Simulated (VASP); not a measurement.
Re, 1 atom in the cell. Symmetry: Im-3m, No. 229, cubic system. Conventional cell: a = 3.085 Å, b = 3.085 Å, c = 3.085 Å, α = 90.00°, β = 90.00°, γ = 90.00°. Within 3.5 Å of Re (site symmetry m-3m) lie 14 Re at 2.67 to 3.09 Å. 

```yaml
Program: VASP 6.6.1
Task: single point
Functional: PBEsol
Potentials_or_basis: VASP PAW PBE potentials, release 64 (Re)
Cutoff: 520 eV
k_mesh: 17 × 17 × 17
Occupations: fermi-dirac, width 0.1 eV
Spin: no spin polarisation
Dipole_correction: no
Further_INCAR_settings: ALGO = Normal; EDIFF = 1e-06; NBANDS = 10
```

Potentials or basis: VASP PAW PBE potentials, release 64 (Re).

Run with:

```sh
$ cat potpaw_PBE.64/Re/POTCAR > POTCAR
$ mpirun -np 1 vasp_std > vasp.out
```

Hardware: 1 thread of AMD EPYC 9R45 96-Core Processor (Zen 5), with other jobs on the host.

Question: Estimate the wall time of this run.

Answer: Wall time 15 s on 1 thread of AMD EPYC 9R45 96-Core Processor (Zen 5), on a shared host, peak memory 0.11 GiB. Counts: scf iterations 11, k points 165.
